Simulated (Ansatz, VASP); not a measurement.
## Two plane-wave programs on Rh

The input INCAR:

```
SYSTEM = Rh
PREC     = Accurate       ! precision mode
ENCUT    = 500            ! plane-wave cutoff, eV
EDIFF    = 1E-7           ! SCF threshold, eV
ISMEAR   = 0              ! smearing method
SIGMA    = 0.1            ! smearing width, eV
LREAL    = .FALSE.        ! projectors in reciprocal space
LASPH    = .TRUE.         ! aspherical terms in the spheres
NELM     = 120            ! most SCF steps
ALGO     = Normal         ! electronic algorithm
ISIF     = 3              ! what is computed and relaxed
LWAVE    = .FALSE.        ! write WAVECAR
LCHARG   = .FALSE.        ! write CHGCAR
GGA      = PS             ! functional
IBRION   = 2              ! ionic algorithm
NSW      = 90             ! ionic steps
EDIFFG   = -0.04          ! ionic threshold
GGA_COMPAT= .FALSE.      
NELMIN   = 4
```

File KPOINTS:

```
regular mesh
0
G
  8 8 8
  0 0 0
```

Contents of POSCAR:

```
Rh
1.0
   -2.3493979282      2.3493979282      1.2816399384
    2.3493979282     -2.3493979282      1.2816399384
    2.3493979282      2.3493979282     -1.2816399384
Rh
2
Direct
    0.0000000000      0.0000000000      0.0000000000
    0.7500000000      0.2500000000      0.5000000000
```

Input for Ansatz:

```yaml
crystal:
  lattice:
    - [-2.3493979282, 2.3493979282, 1.2816399384]
    - [2.3493979282, -2.3493979282, 1.2816399384]
    - [2.3493979282, 2.3493979282, -1.2816399384]
  atoms:
    - { symbol: Rh, position: [0.0, 0.0, 0.0] }
    - { symbol: Rh, position: [0.75, 0.25, 0.5] }
basis:
  ecutwfc: 420
kpoints:
  mp_grid: { grid: [8, 8, 8] }
hamiltonian:
  xc: pbesol
scf:
  occupations: { method: gaussian, width: 0.1 }
  lower_state_search: "off"
output:
  forces: true
  stress: true
  eigenvalues: true
relax:
  adjacent_minimum: "off"
  f_tol: 0.04
  max_steps: 70
  cell: { stress_tol: 0.4 }
```

Alike in both runs: task relaxation of cell and atoms; functional PBEsol; k mesh 8 × 8 × 8; occupations gaussian, width 0.1 eV; no spin polarisation.

|  | VASP | Ansatz |
| --- | --- | --- |
| version | VASP 6.6.1 | Ansatz 0.2.0 |
| potentials or method | VASP PAW PBE potentials, release 64 (Rh_pv), cutoff 500 eV | scalar-relativistic, plane waves, PAW |
| valence electrons in the cell | 30 | 34 |

```tsv
	VASP	Ansatz	Ansatz less VASP
gap on the k mesh at the Fermi level, each at its own relaxed structure (eV)	none	none	-
relaxed volume (Å³/atom)	14.97	14.97	+0.008
relaxed cell length with the largest relative difference (Å)	3.602	3.602	+0.0002
```

VASP's potentials were made for PBE, not for PBEsol. A gap of «none» marks a metal or a gap that the smearing closes. VASP's potentials hold 30 valence electrons a cell and Ansatz's 34, so a difference there can come from the potentials and not from the codes.
